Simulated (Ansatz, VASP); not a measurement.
# Mg in VASP and in Ansatz

```xyz
2
Lattice="0.0000 2.7435 2.7435 2.7435 0.0000 2.7435 2.7435 2.7435 0.0000" Properties=species:S:1:pos:R:3 pbc="T T T"
Mg   -0.6859   -0.6859   -0.6859
Mg    0.6859    0.6859    0.6859
```

Change from the starting cell: volume scaled by 0.55, LAPW.

Alike in both runs: task single point; functional LDA; k mesh 12 × 12 × 12; occupations fermi-dirac, width 0.08 eV; no spin polarisation.

```csv
,VASP,Ansatz
version,VASP 6.6.1,Ansatz 0.2.0
potentials or method,"VASP PAW LDA potentials, release 64 (Mg), cutoff 520 eV","all-electron LAPW, scalar-relativistic"
```

|  | VASP | Ansatz | Ansatz less VASP |
| --- | --- | --- | --- |
| pressure (GPa) | 23.3 | 23.3 | +0.05 |

LDA's correlation is that of Perdew and Zunger in VASP and of Perdew and Wang (1992) in Ansatz. Ansatz ran all-electron here, and VASP with PAW potentials.
